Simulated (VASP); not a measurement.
# InP in VASP: notebook

The runs below take InP through single point, with PBEsol.

Program: VASP 6.6.1. These are calculated values, not measurements. Logs are shortened: lines on timing, memory, paths and dates and some standing lists are left out, and cuts for length are marked.

## Step 1: The cell of the first run

The cell holds a disordered packing, 12 atoms: a = 5.618 Å, b = 6.952 Å, c = 7.016 Å, α = 83.75°, β = 96.39°, γ = 91.31°.

## Step 2: Single point, PBEsol

The input, INCAR:

```
PREC     = Accurate       # precision mode
ENCUT    = 520            # plane-wave cutoff, eV
EDIFF    = 1E-6           # SCF threshold, eV
ISMEAR   = 0              # smearing method
SIGMA    = 0.1            # smearing width, eV
LREAL    = False          # projectors in reciprocal space
LASPH    = True           # aspherical terms in the spheres
NELM     = 80             # most SCF steps
ALGO     = Normal         # electronic algorithm
ISIF     = 2              # what is computed and relaxed
LWAVE    = False          # write WAVECAR
LCHARG   = False          # write CHGCAR
GGA      = PS             # functional
NBANDS   = 66             # bands
ISYM     = 0
```

The input, KPOINTS:

```
Automatic mesh
0
Gamma
  2 2 2
  0.5 0.5 0.5
```

The input, POSCAR:

```
InP
1.0
    5.6058927056     -0.0640005469     -0.3699443335
   -0.0548620407      6.9413006897      0.3821998402
   -0.3163078832      0.3770391580      6.9985530310
In P
6 6
Direct
    0.9256558818      0.3067131671      0.2568250300
    0.8991886968      0.8365064441      0.5229266684
    0.2700524676      0.9239721433      0.2617371542
    0.1418313043      0.2493615652      0.8413466654
    0.6207203028      0.4599618080      0.8515567825
    0.5615124251      0.9091792557     -0.0425763005
    0.7174870103      0.1293539623      0.6718553600
    0.3578247774      0.2009073483      0.4876447942
    0.1755244638      0.6710766644      0.8247237490
    0.9554525890      0.6809060443      0.0664804238
    0.4842532158      0.4266187923      0.2810215414
    0.5055956003      0.6424247848      0.4883339042
```

Potentials or basis: VASP PAW PBE potentials, release 64 (In_d, P).

Started as:

```console
cat potpaw_PBE.64/In_d/POTCAR potpaw_PBE.64/P/POTCAR > POTCAR
mpirun -np 1 vasp_std > vasp.out
```

OUTCAR:

```text
PREC = Accurate
   ENCUT = 520
   EDIFF = 1E-6
   ISMEAR = 0
   LREAL = False
   LASPH = True
   NELM = 80
   ISIF = 2
   GGA = PS
   ISYM = 0

 ion  position               nearest neighbor table
   1  0.926  0.307  0.257-  11 2.66  10 2.80   8 2.83  11 3.22   5 3.24   3 3.32   4 3.35   7 3.36
                             2 3.59
   2  0.899  0.837  0.523-  12 2.57   9 2.65   7 2.66   3 2.94   1 3.59   5 3.73   3 3.83   6 3.85
                             4 3.95
   3  0.270  0.924  0.262-   8 2.63  12 2.66  10 2.77   6 2.84   2 2.94   1 3.32   4 3.53   2 3.83

   4  0.142  0.249  0.841-   7 2.70   9 2.92   8 2.94   5 3.03   5 3.31   1 3.35   6 3.35   3 3.53
                             2 3.95
   5  0.621  0.460  0.852-  12 2.74  10 2.81   7 2.83   9 2.91   4 3.03  11 3.17   1 3.24   4 3.31
                             6 3.32   9 3.43   8 3.46   2 3.73   6 3.83
   6  0.562  0.909  0.957-   7 2.61  10 2.74   9 2.83   3 2.84   5 3.32   4 3.35   5 3.83   2 3.85

   7  0.717  0.129  0.672-   8 2.31   6 2.61   2 2.66   4 2.70   5 2.83   1 3.36
   8  0.358  0.201  0.488-  11 2.18   7 2.31   3 2.63   1 2.83   4 2.94   5 3.46
   9  0.176  0.671  0.825-  10 2.21   2 2.65   6 2.83   5 2.91   4 2.92   5 3.43
  10  0.955  0.681  0.066-   9 2.21   6 2.74   3 2.77   1 2.80   5 2.81
  11  0.484  0.427  0.281-   8 2.18  12 2.19   1 2.66   5 3.17   1 3.22
  12  0.506  0.642  0.488-  11 2.19   2 2.57   3 2.66   5 2.74

IMPORTANT INFORMATION: All symmetrisations will be switched off!
NOSYMM: (Re-)initialisation of all symmetry stuff for point group C_1.

----------------------------------------------------------------------------------------

                                     Primitive cell

  volume of cell :     270.6997

  direct lattice vectors                    reciprocal lattice vectors
     5.605892706 -0.064000547 -0.369944333     0.178925020  0.000971785  0.008034374
    -0.054862041  6.941300690  0.382199840     0.001139372  0.144500031 -0.007733281
    -0.316307883  0.377039158  6.998553031     0.009395775 -0.007839961  0.143733701

  length of vectors
     5.618450668  6.952031489  7.015835925     0.179107952  0.144711302  0.144253674

  position of ions in fractional coordinates (direct lattice)
     0.925655882  0.306713167  0.256825030
     0.899188697  0.836506444  0.522926668
     0.270052468  0.923972143  0.261737154
     0.141831304  0.249361565  0.841346665
     0.620720303  0.459961808  0.851556782
     0.561512425  0.909179256  0.957423699
     0.717487010  0.129353962  0.671855360
     0.357824777  0.200907348  0.487644794
     0.175524464  0.671076664  0.824723749
     0.955452589  0.680906044  0.066480424
     0.484253216  0.426618792  0.281021541
     0.505595600  0.642424785  0.488333904

  ion indices of the primitive-cell ions
   primitive index   ion index
                 1           1
                 2           2
                 3           3
                 4           4
                 5           5
                 6           6
                 7           7
                 8           8
                 9           9
                10          10
                11          11
                12          12

----------------------------------------------------------------------------------------

 KPOINTS: Automatic mesh

Automatic generation of k-mesh.
 Grid dimensions read from file:
 generate k-points for:    2    2    2

 Generating k-lattice:

  Cartesian coordinates                     Fractional coordinates (reciprocal lattice)
     0.089462510  0.000485893  0.004017187     0.500000000  0.000000000 -0.000000000
     0.000569686  0.072250016 -0.003866641     0.000000000  0.500000000 -0.000000000
     0.004697887 -0.003919980  0.071866851    -0.000000000  0.000000000  0.500000000

  Length of vectors
     0.089553976  0.072355651  0.072126837

  Shift w.r.t. Gamma in fractional coordinates (k-lattice)
     0.500000000  0.500000000  0.500000000

 Subroutine IBZKPT returns following result:
 ===========================================

 Found      4 irreducible k-points:

 Following reciprocal coordinates:
            Coordinates               Weight
  0.250000  0.250000  0.250000      2.000000
 -0.250000  0.250000  0.250000      2.000000
  0.250000 -0.250000  0.250000      2.000000
 -0.250000 -0.250000  0.250000      2.000000
   k-points           NKPTS =      4   k-points in BZ     NKDIM =      4   number of bands    NBANDS=     66
   number of dos      NEDOS =    301   number of ions     NIONS =     12
   total plane-waves  NPLWV = 122472
   dimension x,y,z NGX =    42 NGY =   54 NGZ =   54
   dimension x,y,z NGXF=    84 NGYF=  108 NGZF=  108
   ions per type =               6   6
   NGX,Y,Z   is equivalent  to a cutoff of  12.43, 12.91, 12.80 a.u.
   NGXF,Y,Z  is equivalent  to a cutoff of  24.85, 25.83, 25.59 a.u.
 SYSTEM =  unknown system
   PREC   = accura    normal or accurate (medium, high low for compatibility)
   ISTART =      0    job   : 0-new  1-cont  2-samecut
   ICHARG =      2    charge: 1-file 2-atom 10-const
   ISPIN  =      1    spin polarized calculation?
   LNONCOLLINEAR =      F non collinear calculations
   LSORBIT =      F    spin-orbit coupling
   LASPH  =      T    aspherical Exc in radial PAW
   ENCUT  =  520.0 eV  38.22 Ry    6.18 a.u.  10.45 12.93 13.04*2*pi/ulx,y,z
   NELM   =     80;   NELMIN=  2; NELMDL= -5     # of ELM steps
   EDIFF  = 0.1E-05   stopping-criterion for ELM
   LREAL  =      F    real-space projection
   EDIFFG = 0.1E-04   stopping-criterion for IOM
   NSW    =      0    number of steps for IOM
   IBRION =     -1    ionic relax: 0-MD 1-quasi-New 2-CG
   NFREE  =      0    steps in history (QN), initial steepest desc. (CG)
   ISIF   =      2    stress and relaxation
   ISYM   =      0    0-nonsym 1-usesym 2-fastsym
   POTIM  = 0.5000    time-step for ionic-motion
   TEBEG  =    0.0;   TEEND  =   0.0 temperature during run
   PSTRESS=    0.0 pullay stress
   NELECT =     108.0000    total number of electrons
   NUPDOWN=      -1.0000    fix difference up-down
   EMIN   =  10.00;   EMAX   =-10.00  energy-range for DOS
   EFERMI =   0.00;   METHOD = LEGACY
   ISMEAR =     0;   SIGMA  =   0.10  broadening in eV -4-tet -1-fermi 0-gaus
   EFERMI_NEDOS =   21; number of points for ismear=-14 and -15
   IALGO  =     38    algorithm
   IMIX   =      4    mixing-type and parameters
     AMIX     =   0.40;   BMIX     =  1.00
     AMIX_MAG =   1.60;   BMIX_MAG =  1.00
  volume/ion in A,a.u.               =      22.56       152.23
  Fermi-wavevector in a.u.,A,eV,Ry     =   1.205184  2.277468 19.762044  1.452469
  Thomas-Fermi vector in A             =   2.340888
   LORBIT       =      0    0 simple, 1 ext, 2 COOP (PROOUT), +10 PAW based schemes
   GGA     = PS    functional components
   LHFCALC =     F    Hartree Fock is set to
   AEXX    =    0.0000 exact exchange contribution
   IVDW    =     0    specifies the selected vdW correction
   LEPSILON=     F    determine dielectric tensor
   LRPA    =     F    only Hartree local field effects (RPA)
 non-spin polarized calculation
 Gauss-broadening in eV      SIGMA  =   0.10
  energy-cutoff  :      520.00
  volume of cell :      270.70
 maximum number of plane-waves:      7308
 NGX is ok and might be reduce to    42
   NGX = 21   NGY = 25   NGZ = 27

 number of electron     108.0000004 magnetization

 Free energy of the ion-electron system (eV)
  ---------------------------------------------------
  ext. energy  EPLUGINS =         0.00000000
  ---------------------------------------------------
  free energy    TOTEN  =       -51.81025695 eV

  energy without entropy =      -51.78257659  energy(sigma->0) =      -51.79641677

 E-fermi :   6.9499     XC(G=0): -10.1910

 val. band max:        6.9043200827   @ k =  -0.2500   0.2500   0.2500
 cond. band min:       7.0259687762   @ k =   0.2500  -0.2500   0.2500
 fundamental gap:      0.1216486935
 Fermi energy:         6.9498988105

 k-point     1 :       0.2500    0.2500    0.2500
  band No.  band energies     occupation
      1      -8.0782      2.00000
      2      -7.9858      2.00000
      3      -7.9206      2.00000
      4      -7.8886      2.00000
      5      -7.8679      2.00000
      6      -7.8486      2.00000
[... 58 lines left out ...]
     65      10.3865      0.00000
     66      10.7271      0.00000

 k-point     2 :      -0.2500    0.2500    0.2500
  band No.  band energies     occupation
      1      -8.0694      2.00000
      2      -7.9850      2.00000
      3      -7.9455      2.00000
      4      -7.8895      2.00000
      5      -7.8658      2.00000
      6      -7.8401      2.00000
[... 58 lines left out ...]
     65      10.4583      0.00000
     66      10.7806      0.00000

 k-point     3 :       0.2500   -0.2500    0.2500
  band No.  band energies     occupation
      1      -8.0784      2.00000
      2      -7.9682      2.00000
      3      -7.9387      2.00000
      4      -7.8934      2.00000
      5      -7.8692      2.00000
      6      -7.8395      2.00000
[... 58 lines left out ...]
     65      10.5130      0.00000
     66      10.8631      0.00000

 k-point     4 :      -0.2500   -0.2500    0.2500
  band No.  band energies     occupation
      1      -8.0715      2.00000
      2      -7.9862      2.00000
      3      -7.9271      2.00000
      4      -7.8933      2.00000
      5      -7.8658      2.00000
      6      -7.8429      2.00000
[... 58 lines left out ...]
     65      10.4856      0.00000
     66      10.7414      0.00000

------------------------ aborting loop because EDIFF is reached ----------------------------------------

  FORCE on cell =-STRESS in cart. coord.  units (eV):
  Direction    XX          YY          ZZ          XY          YZ          ZX
  --------------------------------------------------------------------------------------
  -------------------------------------------------------------------------------------
  Total       -0.0743951     -0.0949062      0.0043812      0.0110119     -0.0093754      0.0655288
  in kB       -0.4403189     -0.5617167      0.0259308      0.0651753     -0.0554897      0.3878423
  external PRESSURE =      -0.3253683 kB  Pullay stress =       0.0000000 kB

 VOLUME and BASIS-vectors are now :
 -----------------------------------------------------------------------------
  energy-cutoff  :      520.00
  volume of cell :      270.70
      direct lattice vectors                 reciprocal lattice vectors
     5.605892706 -0.064000547 -0.369944333     0.178925020  0.000971785  0.008034374
    -0.054862041  6.941300690  0.382199840     0.001139372  0.144500031 -0.007733281
    -0.316307883  0.377039158  6.998553031     0.009395775 -0.007839961  0.143733701

 POSITION                                       TOTAL-FORCE (eV/Angst)
 -----------------------------------------------------------------------------------
      5.09106      2.16658      1.57219        -0.010002      0.001066     -0.002082
      4.82946      5.94606      3.64679         0.004825     -0.006272     -0.002102
      1.38040      6.49497      2.08502        -0.018427     -0.002981      0.000915
      0.51529      2.03904      5.93105        -0.000241     -0.001921      0.002685
      3.18510      3.47408      5.90583         0.004837      0.003697      0.002866
      2.79506      6.63594      6.84034        -0.000415     -0.003949     -0.001104
      3.80255      1.10528      4.48602        -0.036865      0.007442     -0.003952
      1.84066      1.55552      3.35722         0.051537     -0.000917      0.009356
      0.68629      4.95786      5.96342        -0.013385      0.011343      0.010715
      5.29778      4.69029      0.37204         0.020352     -0.009297     -0.017991
      2.60238      3.03625      1.95065         0.009452      0.022806      0.014504
      2.64461      4.61103      3.47612        -0.011669     -0.021018     -0.013812
 -----------------------------------------------------------------------------------
    total drift:                                0.000468      0.000425     -0.000317

  FREE ENERGIE OF THE ION-ELECTRON SYSTEM (eV)
  ---------------------------------------------------
  free  energy   TOTEN  =       -51.8102569540 eV

  energy  without entropy=      -51.7825765868  energy(sigma->0) =      -51.79641677
```

Wall time 3.5 min (1 thread of Intel Xeon 8259CL, shared host); peak memory 0.35 GiB.

What came out:

- Free energy: -51.8103 eV
- Pressure: 0.0 GPa
- Largest force: 0.052 eV/Å
- Band gap on the k mesh: zero (bands 54 and 55 overlap by 0.12 eV)

Forces on the atoms (eV/Å):
```
In  -0.010  0.001 -0.002
In   0.005 -0.006 -0.002
In  -0.018 -0.003  0.001
In   0.000 -0.002  0.003
In   0.005  0.004  0.003
In   0.000 -0.004 -0.001
P   -0.037  0.007 -0.004
P    0.052 -0.001  0.009
P   -0.013  0.011  0.011
P    0.020 -0.009 -0.018
P    0.009  0.023  0.015
P   -0.012 -0.021 -0.014
```

Caveat: the k points lie up to 0.56 Å⁻¹ apart; the PAW data sets were made with another functional, which shifts forces and pressure a little; spin-orbit coupling is left out, which moves the levels of the heavy elements.

## Step 3: Single point, PBEsol

This run uses another cell than the first one, of 24.98 Å³/atom.

INCAR: that of step 2 with these lines changed.

```diff
@@ -2,3 +2,3 @@
 ENCUT    = 520            # plane-wave cutoff, eV
-EDIFF    = 1E-6           # SCF threshold, eV
+EDIFF    = 1E-7           # SCF threshold, eV
 ISMEAR   = 0              # smearing method
@@ -11,4 +11,6 @@
 LWAVE    = False          # write WAVECAR
-LCHARG   = False          # write CHGCAR
+LCHARG   = True           # write CHGCAR
 GGA      = PS             # functional
+LELF     = True           # ELF
+LVHAR    = True         
 NBANDS   = 66             # bands
```

KPOINTS is that of step 2.

The input, POSCAR:

```
InP
1.0
    6.4272321024      0.1607196065      0.9400167377
    0.1181645787      6.6973280029      0.7263325525
    0.9481570757      0.6522605990      7.1720931638
In P
6 6
Direct
    0.3169622526      0.9580601955      0.9642784435
    1.0273451955      0.6542126619      0.7707062868
   -0.0626916298      0.7511927067      0.2053887441
    0.8358989049      0.2425380140      0.7234555059
    0.5901747003      0.5002913925      0.5014363711
    0.9730069017      0.2749135155      0.2083859855
   -0.1358310650      0.9410892919      0.5235637133
    0.5307392728      0.2547222028      0.2155624429
    0.6651127321      0.0088174675      0.0541752769
    0.2552373082      0.2665553185      0.6825801531
    0.3310581097      0.0589832491      0.4713252127
    0.5259185430      0.8459204708      0.6209876679
```

Potentials or basis: VASP PAW PBE potentials, release 64 (In_d, P).

Started as:

```console
cat potpaw_PBE.64/In_d/POTCAR potpaw_PBE.64/P/POTCAR > POTCAR
mpirun -np 1 vasp_std > vasp.out
```

It took 5.3 min on 1 thread of Intel Xeon 8259CL, shared host; peak memory 0.33 GiB.

The run converged. Its results:

```yaml
Free_energy: -51.8396 eV
Pressure: 0.0 GPa
Largest_force: 0.031 eV/Å
Band_gap_on_the_k_mesh: 0.64 eV (least direct gap 0.75 eV)
```

Forces in eV/Å, atoms in the order of the input:
```
In  -0.018  0.010 -0.005
In   0.004  0.004  0.005
In  -0.001 -0.007  0.007
In   0.018  0.002  0.006
In  -0.001  0.025 -0.003
In   0.009 -0.002 -0.008
P   -0.021 -0.017 -0.014
P   -0.001 -0.026 -0.008
P    0.003  0.012  0.020
P   -0.007 -0.005  0.003
P    0.011  0.004  0.003
P    0.005  0.000 -0.005
```

Levels at points of the mesh, in eV from the valence-band top:
```
           k point  band 51  band 52  band 53  band 54  band 55  band 56  band 57  band 58
(0.25, 0.25, 0.25)    -0.88    -0.68    -0.40    -0.11     0.64     0.92     1.42     1.75
```

Caveat: semilocal functionals underestimate gaps, and a narrow one can read as zero; the PAW data sets were made with another functional, which shifts forces and pressure a little; spin-orbit coupling is left out, which moves the levels of the heavy elements.

The gap in the log of VASP goes by the Fermi energy; the results here count the filled bands.